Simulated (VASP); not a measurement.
# Au (Im-3m) in VASP: single point with PBEsol

Aim: the single point of Au with PBEsol.

Program: VASP 6.6.1. These are calculated values, not measurements. Logs are shortened: lines on timing, memory, paths and dates and some standing lists are left out, and cuts for length are marked.

## 1. The cell of the first run

The structure is cubic, space group Im-3m (No. 229). Conventional cell: a = 3.315 Å, b = 3.315 Å, c = 3.315 Å, α = 90.00°, β = 90.00°, γ = 90.00°. Within 3.8 Å of Au (site symmetry m-3m) lie 14 Au at 2.87 to 3.31 Å.

This isn't the form of Au at room conditions, which is fcc.

## 2. Single point, PBEsol

The input, INCAR:

```
ALGO = Normal ; EDIFF = 1E-6
ENCUT = 520 ; GGA = PS
ISIF = 2 ; ISMEAR = 0
LASPH = T ; LCHARG = F
LREAL = F ; LWAVE = F
NBANDS = 18 ; NELM = 100
PREC = Accurate ; SIGMA = 0.15
```

The input, KPOINTS:

```
k-points
0
Gamma
  14 14 14
```

The input, POSCAR:

```
Au
1.0
    0.0000000000     -3.3145380000      0.0000000000
   -3.3145380000      0.0000000000      0.0000000000
    0.0000000000      0.0000000000     -3.3145380000
Au
2
Direct
    0.5000000000      0.5000000000      0.5000000000
    0.0000000000      0.0000000000      0.0000000000
```

Potentials or basis: VASP PAW PBE potentials, release 64 (Au).

Run with:

```console
$ cat potpaw_PBE.64/Au/POTCAR > POTCAR
$ mpirun -np 1 vasp_std > vasp.out
```

OUTCAR:

```text
EDIFF = 1E-6
   ENCUT = 520
   GGA = PS
   ISIF = 2
   ISMEAR = 0
   LASPH = T
   LREAL = F
   NELM = 100
   PREC = Accurate

 ion  position               nearest neighbor table
   1  0.500  0.500  0.500-   2 2.87   2 2.87   2 2.87   2 2.87   2 2.87   2 2.87   2 2.87   2 2.87

   2  0.000  0.000  0.000-   1 2.87   1 2.87   1 2.87   1 2.87   1 2.87   1 2.87   1 2.87   1 2.87

  LATTYP: Found a simple cubic cell.
 ALAT       =     3.3145380000

  Lattice vectors:

 A1 = (   0.0000000000,  -3.3145380000,   0.0000000000)
 A2 = (  -3.3145380000,   0.0000000000,   0.0000000000)
 A3 = (   0.0000000000,   0.0000000000,  -3.3145380000)

Analysis of symmetry for initial positions (statically):
=====================================================================
 Subroutine PRICEL returns following result:

  LATTYP: Found a body centered cubic cell.
 ALAT       =     3.3145380000

  Lattice vectors:

 A1 = (  -1.6572690000,  -1.6572690000,   1.6572690000)
 A2 = (  -1.6572690000,   1.6572690000,  -1.6572690000)
 A3 = (   1.6572690000,  -1.6572690000,  -1.6572690000)

   2 primitive cells build up your supercell.

 Routine SETGRP: Setting up the symmetry group for a
 simple cubic supercell.

 Subroutine GETGRP returns: Found 48 space group operations
 (whereof 48 operations were pure point group operations)
 out of a pool of 48 trial point group operations.

The static configuration has the point symmetry O_h .

Analysis of symmetry for dynamics (positions and initial velocities):
=====================================================================
 Subroutine PRICEL returns following result:

  LATTYP: Found a body centered cubic cell.
 ALAT       =     3.3145380000

  Lattice vectors:

 A1 = (  -1.6572690000,  -1.6572690000,   1.6572690000)
 A2 = (  -1.6572690000,   1.6572690000,  -1.6572690000)
 A3 = (   1.6572690000,  -1.6572690000,  -1.6572690000)

   2 primitive cells build up your supercell.

 Routine SETGRP: Setting up the symmetry group for a
 simple cubic supercell.

 Subroutine GETGRP returns: Found 48 space group operations
 (whereof 48 operations were pure point group operations)
 out of a pool of 48 trial point group operations.

The dynamic configuration has the point symmetry O_h .

 Subroutine INISYM returns: Found 48 space group operations
 (whereof 48 operations are pure point group operations),
 and found     2 'primitive' translations

----------------------------------------------------------------------------------------

                                     Primitive cell

  volume of cell :      18.2070

  direct lattice vectors                    reciprocal lattice vectors
    -1.657269000 -1.657269000  1.657269000    -0.301701172 -0.301701172  0.000000000
    -1.657269000  1.657269000 -1.657269000    -0.301701172  0.000000000 -0.301701172
     1.657269000 -1.657269000 -1.657269000     0.000000000 -0.301701172 -0.301701172

  length of vectors
     2.870474110  2.870474110  2.870474110     0.426669890  0.426669890  0.426669890

  position of ions in fractional coordinates (direct lattice)
     1.000000000  1.000000000  1.000000000

  ion indices of the primitive-cell ions
   primitive index   ion index
                 1           1

----------------------------------------------------------------------------------------

 KPOINTS: k-points

Automatic generation of k-mesh.
 Grid dimensions read from file:
 generate k-points for:   14   14   14

 Generating k-lattice:

  Cartesian coordinates                     Fractional coordinates (reciprocal lattice)
     0.000000000 -0.021550084  0.000000000     0.071428571  0.000000000  0.000000000
    -0.021550084  0.000000000  0.000000000     0.000000000  0.071428571  0.000000000
     0.000000000  0.000000000 -0.021550084     0.000000000  0.000000000  0.071428571

  Length of vectors
     0.021550084  0.021550084  0.021550084

  Shift w.r.t. Gamma in fractional coordinates (k-lattice)
     0.000000000  0.000000000  0.000000000

 Subroutine IBZKPT returns following result:
 ===========================================

 Found    120 irreducible k-points:

 Following reciprocal coordinates:
            Coordinates               Weight
  0.000000  0.000000  0.000000      1.000000
  0.071429  0.000000  0.000000      6.000000
  0.142857  0.000000  0.000000      6.000000
  0.214286  0.000000  0.000000      6.000000
  0.285714  0.000000  0.000000      6.000000
  0.357143  0.000000  0.000000      6.000000
[... 16 lines left out ...]
  0.285714  0.214286  0.000000     24.000000
  0.357143  0.214286  0.000000     24.000000
 [... further k-points ...]
   k-points           NKPTS =    120   k-points in BZ     NKDIM =    120   number of bands    NBANDS=     18
   number of dos      NEDOS =    301   number of ions     NIONS =      2
   total plane-waves  NPLWV =  21952
   dimension x,y,z NGX =    28 NGY =   28 NGZ =   28
   dimension x,y,z NGXF=    56 NGYF=   56 NGZF=   56
   ions per type =               2
   NGX,Y,Z   is equivalent  to a cutoff of  14.04, 14.04, 14.04 a.u.
   NGXF,Y,Z  is equivalent  to a cutoff of  28.09, 28.09, 28.09 a.u.
 SYSTEM =  unknown system
   PREC   = accura    normal or accurate (medium, high low for compatibility)
   ISTART =      0    job   : 0-new  1-cont  2-samecut
   ICHARG =      2    charge: 1-file 2-atom 10-const
   ISPIN  =      1    spin polarized calculation?
   LNONCOLLINEAR =      F non collinear calculations
   LSORBIT =      F    spin-orbit coupling
   LASPH  =      T    aspherical Exc in radial PAW
   ENCUT  =  520.0 eV  38.22 Ry    6.18 a.u.   6.16  6.16  6.16*2*pi/ulx,y,z
   NELM   =    100;   NELMIN=  2; NELMDL= -5     # of ELM steps
   EDIFF  = 0.1E-05   stopping-criterion for ELM
   LREAL  =      F    real-space projection
   EDIFFG = 0.1E-04   stopping-criterion for IOM
   NSW    =      0    number of steps for IOM
   IBRION =     -1    ionic relax: 0-MD 1-quasi-New 2-CG
   NFREE  =      0    steps in history (QN), initial steepest desc. (CG)
   ISIF   =      2    stress and relaxation
   ISYM   =      2    0-nonsym 1-usesym 2-fastsym
   POTIM  = 0.5000    time-step for ionic-motion
   TEBEG  =    0.0;   TEEND  =   0.0 temperature during run
   PSTRESS=    0.0 pullay stress
   NELECT =      22.0000    total number of electrons
   NUPDOWN=      -1.0000    fix difference up-down
   EMIN   =  10.00;   EMAX   =-10.00  energy-range for DOS
   EFERMI =   0.00;   METHOD = LEGACY
   ISMEAR =     0;   SIGMA  =   0.15  broadening in eV -4-tet -1-fermi 0-gaus
   EFERMI_NEDOS =   21; number of points for ismear=-14 and -15
   IALGO  =     38    algorithm
   IMIX   =      4    mixing-type and parameters
     AMIX     =   0.40;   BMIX     =  1.00
     AMIX_MAG =   1.60;   BMIX_MAG =  1.00
  volume/ion in A,a.u.               =      18.21       122.87
  Fermi-wavevector in a.u.,A,eV,Ry     =   1.383968  2.615320 26.060157  1.915367
  Thomas-Fermi vector in A             =   2.508516
   LORBIT       =      0    0 simple, 1 ext, 2 COOP (PROOUT), +10 PAW based schemes
   GGA     = PS    functional components
   LHFCALC =     F    Hartree Fock is set to
   AEXX    =    0.0000 exact exchange contribution
   IVDW    =     0    specifies the selected vdW correction
   LEPSILON=     F    determine dielectric tensor
   LRPA    =     F    only Hartree local field effects (RPA)
 non-spin polarized calculation
 Gauss-broadening in eV      SIGMA  =   0.15
  energy-cutoff  :      520.00
  volume of cell :       36.41
 maximum number of plane-waves:       996
 NGX is ok and might be reduce to    28
   NGX = 13   NGY = 13   NGZ = 13

 number of electron      22.0000001 magnetization

 Free energy of the ion-electron system (eV)
  ---------------------------------------------------
  ext. energy  EPLUGINS =         0.00000000
  ---------------------------------------------------
  free energy    TOTEN  =        -7.73482189 eV

  energy without entropy =       -7.72982291  energy(sigma->0) =       -7.73232240

 E-fermi :   8.2165     XC(G=0): -12.4978

 val. band max:        8.2084758906   @ k =   0.4286   0.2857   0.0000
 cond. band min:       8.2423142607   @ k =   0.3571   0.0714   0.0714
 fundamental gap:      0.0338383700
 Fermi energy:         8.2164733809

 k-point     1 :       0.0000    0.0000    0.0000
  band No.  band energies     occupation
      1      -1.0144      2.00000
      2       1.9632      2.00000
      3       1.9632      2.00000
      4       3.7096      2.00000
      5       3.7096      2.00000
      6       3.7096      2.00000
[... 10 lines left out ...]
     17      23.5053      0.00000
     18      24.6854      0.00000

 k-point     2 :       0.0714    0.0000    0.0000
  band No.  band energies     occupation
      1      -0.9252      2.00000
      2       2.0006      2.00000
      3       2.0149      2.00000
      4       3.7128      2.00000
      5       3.7128      2.00000
      6       3.7397      2.00000
[... 10 lines left out ...]
     17      23.6747      0.00000
     18      24.6013      0.00000

 k-point     3 :       0.1429    0.0000    0.0000
  band No.  band energies     occupation
      1      -0.6610      2.00000
      2       2.1118      2.00000
      3       2.1609      2.00000
      4       3.7258      2.00000
      5       3.7258      2.00000
      6       3.8295      2.00000
[... 10 lines left out ...]
     17      24.2897      0.00000
     18      24.3472      0.00000

 k-point     4 :       0.2143    0.0000    0.0000
  band No.  band energies     occupation
      1      -0.2328      2.00000
      2       2.2935      2.00000
      3       2.3716      2.00000
      4       3.7568      2.00000
      5       3.7568      2.00000
      6       3.9759      2.00000
[... 375 lines left out ...]
      4       3.3034      2.00000
      5       3.7738      2.00000
      6       4.6372      2.00000
[... 10 lines left out ...]
     17      23.5809      0.00000
     18      25.4502      0.00000

 k-point    23 :       0.2857    0.2143    0.0000
  band No.  band energies     occupation
      1       0.8515      2.00000
      2       2.4974      2.00000
      3       3.1259      2.00000
      4       3.2233      2.00000
      5       3.8706      2.00000
      6       4.2372      2.00000
[... 10 lines left out ...]
     17      22.9660      0.00000
     18      25.6460      0.00000

 k-point    24 :       0.3571    0.2143    0.0000
  band No.  band energies     occupation
      1       1.3045      2.00000
      2       2.4571      2.00000
      3       3.2077      2.00000
      4       3.4180      2.00000
      5       3.8881      2.00000
      6       4.0055      2.00000
[... 10 lines left out ...]
     17      22.3849      0.00000
     18      24.2626      0.00000

 [... further k-points ...]

------------------------ aborting loop because EDIFF is reached ----------------------------------------

  FORCE on cell =-STRESS in cart. coord.  units (eV):
  Direction    XX          YY          ZZ          XY          YZ          ZX
  --------------------------------------------------------------------------------------
  -------------------------------------------------------------------------------------
  Total       -2.1545424     -2.1545424     -2.1545424      0.0000000     -0.0000000      0.0000000
  in kB      -94.7974421    -94.7974421    -94.7974421      0.0000000     -0.0000000      0.0000000
  external PRESSURE =     -94.7974421 kB  Pullay stress =       0.0000000 kB

 VOLUME and BASIS-vectors are now :
 -----------------------------------------------------------------------------
  energy-cutoff  :      520.00
  volume of cell :       36.41
      direct lattice vectors                 reciprocal lattice vectors
     0.000000000 -3.314538000  0.000000000     0.000000000 -0.301701172  0.000000000
    -3.314538000  0.000000000  0.000000000    -0.301701172  0.000000000  0.000000000
     0.000000000  0.000000000 -3.314538000     0.000000000  0.000000000 -0.301701172

 POSITION                                       TOTAL-FORCE (eV/Angst)
 -----------------------------------------------------------------------------------
     -1.65727     -1.65727     -1.65727        -0.000000      0.000000      0.000000
      0.00000      0.00000      0.00000         0.000000     -0.000000     -0.000000
 -----------------------------------------------------------------------------------
    total drift:                               -0.000000     -0.000000     -0.000000

  FREE ENERGIE OF THE ION-ELECTRON SYSTEM (eV)
  ---------------------------------------------------
  free  energy   TOTEN  =        -7.7348218908 eV

  energy  without entropy=       -7.7298229136  energy(sigma->0) =       -7.73232240
```

It took 80 s on 1 thread of Intel Xeon Platinum 8259CL at 2.50GHz (Skylake/Cascade Lake), shared host; peak memory 0.2 GiB.

Results:

* Free energy: -7.7348 eV
* Pressure: -9.5 GPa
* Band gap on the k mesh: zero (bands 11 and 12 overlap by 4.70 eV)

Levels at points of the mesh, in eV from the Fermi level:
```tsv
k point	band 7	band 8	band 9	band 10	band 11	band 12	band 13	band 14	band 15	band 16
(0.00, 0.00, 0.00)	-2.75	-2.75	-1.72	-1.72	-1.72	6.18	6.18	6.18	8.92	15.29
(0.50, 0.00, 0.00)	-3.92	-3.92	-3.22	-3.22	-1.87	-1.87	12.21	12.21	13.21	13.21
(0.50, 0.50, 0.00)	-2.58	-2.58	-1.38	-1.38	-0.41	-0.41	3.18	3.18	12.29	12.29
(0.50, 0.50, 0.50)	-2.54	-2.54	-2.54	-2.54	2.64	2.64	6.91	6.91	6.91	6.91
```

Caveat: the cell stands under tension; the PAW data sets were made with another functional, which shifts forces and pressure a little; spin-orbit coupling is left out, which moves the levels of the heavy elements.
